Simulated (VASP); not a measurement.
Runs of VASP 6.6.1 on GaSb. The structure is that of space group Immm (No. 71), or close to it. The cells are those of the table. 

| cell | gap on the mesh (eV) | pressure (GPa) |
| --- | --- | --- |
| a = 3.984 Å, angles 133.4, 104.5, 93.5°, 2 atoms | none | (b) |
| a = 3.890 Å, angles 132.3, 104.9, 94.0°, 2 atoms | none | 10.4 |
| a = 4.244 Å, angles 132.3, 104.9, 94.0°, 2 atoms | none | (a) |
| a = 4.284 Å, angles 134.5, 104.2, 93.1°, 2 atoms | none | -6.9 |
| a = 3.927 Å, angles 134.5, 104.2, 93.1°, 2 atoms | none | 10.0 |

Alike in all rows: task single point; level LDA; potentials or basis VASP PAW LDA potentials, release 64 (Ga_d, Sb); no spin polarisation; k mesh 18 × 18 × 18; cutoff (eV) 520; smearing gaussian 0.15 eV.

Q: Estimate the missing entries.

A: (a) -6.8; (b) 4.5.

Caveats: spin-orbit coupling is left out, which moves the levels of the heavy elements; the cell stands under pressure (at least some runs); the cell stands under tension (at least some runs); the stress differs along the axes, from 8 to 14 GPa (at least some runs).

A k mesh can miss the band edges, and the runs leave out spin-orbit coupling on Ga, Sb.

A gap of «none» marks levels without a gap at the run's occupations.
